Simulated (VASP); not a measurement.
A run of VASP 6.6.1 is set up as follows.

The input INCAR:

```
SYSTEM = MoS2
PREC = Accurate ; ENCUT = 500
EDIFF = 1E-6 ; ISMEAR = 0
SIGMA = 0.05 ; LREAL = .FALSE.
LASPH = .TRUE. ; NELM = 120
ALGO = Normal ; ISIF = 2
LWAVE = .FALSE. ; LCHARG = .FALSE.
GGA = PE ; IVDW = 12
NBANDS = 20 ; GGA_COMPAT = .FALSE.
```

The input KPOINTS:

```
Automatic mesh
0
G
  12 12 4
  0 0 0
```

POSCAR

```
MoS2
1.0
    3.2381765630      0.0000000000      0.0000000000
   -1.6190882815      2.8043431655      0.0000000000
    0.0000000000      0.0000000000      6.2856245265
Mo S
1 2
Direct
    0.0000000000      0.0000000000      0.0000000000
    0.3333333333      0.6666666667      0.2608812309
    0.3333333333      0.6666666667      0.7391187691
```

Potentials or basis: VASP PAW PBE potentials, release 64 (Mo_sv, S).

The run is started by

```bash
$ cat potpaw_PBE.64/Mo_sv/POTCAR potpaw_PBE.64/S/POTCAR > POTCAR
$ mpirun -np 1 vasp_std > vasp.out
```

Predict the largest force.

2.069 eV/Å.

Estimate the pressure.

-11.0 GPa.

Forces in eV/Å, atoms in the order of the input:
```
Mo   0.000  0.000  0.000
S    0.000  0.000 -2.069
S    0.000  0.000  2.069
```

Caveat: the cell stands under tension; forces of over 1 eV/Å act on the atoms, so gaps and moduli don't describe the material at rest.
